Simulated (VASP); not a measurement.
Set up this calculation in VASP 6.6.1, as the native input.

```
Task                   : single point
Functional             : LDA
Potentials or basis    : VASP PAW LDA potentials, release 64 (Te)
Cutoff                 : 520 eV
k mesh                 : 15 × 15 × 15
Occupations            : gaussian, width 0.15 eV
Spin                   : no spin polarisation
Dipole correction      : no
Further INCAR settings : ALGO = Normal; EDIFF = 1e-06; NBANDS = 9
```

The structure of Te lies in POSCAR:

```
Te
1.0
    1.9600186913      1.3313144930      1.6909537039
   -1.9600186913      1.3313144930      1.6909537039
    0.0000000000     -2.6626289859      1.6909537039
Te
1
Direct
    0.5000000000      0.5000000000      0.5000000000
```

This cell differs from its parent crystal: strain -0.1500 x Voigt [1, 0, 0, 0, 0, 0].

These files were run (other wordings do the same):

INCAR

```
ALGO = Normal
EDIFF = 1E-6
ENCUT = 520
ISIF = 2
ISMEAR = 0
LASPH = True
LCHARG = False
LREAL = False
LWAVE = False
NBANDS = 9
NELM = 80
PREC = Accurate
SIGMA = 0.15
```

KPOINTS

```
k-points
0
Gamma
  15 15 15
```

Potentials or basis: VASP PAW LDA potentials, release 64 (Te).

Command:

```bash
$ cat potpaw_LDA.64/Te/POTCAR > POTCAR
$ mpirun -np 1 vasp_std > vasp.out
```

Results of the run:

- Pressure: 13.0 GPa
- Band gap on the k mesh: zero (bands 3 and 4 overlap by 6.38 eV)

Caveat: the cell differs from its parent crystal (strain -0.1500 x Voigt [1, 0, 0, 0, 0, 0]); the cell stands under pressure; spin-orbit coupling is left out, which moves the levels of the heavy elements.

Wall time 48 s on 1 thread of Intel(R) Xeon(R) 6975P-C (Granite Rapids), on a shared host, peak memory 0.3 GiB.
